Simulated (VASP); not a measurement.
Runs of VASP 6.6.1 on Ir. The structure is that of space group Fm-3m (No. 225), or close to it. The cells are those of the table. 

| cell | gap on the mesh (eV) | pressure (GPa) |
| --- | --- | --- |
| a = 2.779 Å, angles 60.0°, 1 atom | none | (a) |
| a = 2.672 Å, angles 60.0°, 1 atom | none | 31.0 |
| a = 2.745 Å, angles 60.0°, 1 atom | none | -2.2 |
| a = 2.635 Å, angles 60.0°, 1 atom | none | 54.5 |

Alike in all rows: task single point; level PBE; potentials or basis VASP PAW PBE potentials, release 64 (Ir); no spin polarisation; k mesh 13 × 13 × 13; cutoff (eV) 520; smearing methfessel-paxton 0.1 eV.

Problem. Estimate the missing entries.

Solution. (a) -13.8.

Caveats: spin-orbit coupling is left out, which moves the levels of the heavy elements.

A k mesh can miss the band edges, and the runs leave out spin-orbit coupling on Ir.

A gap of «none» marks levels without a gap at the run's occupations.
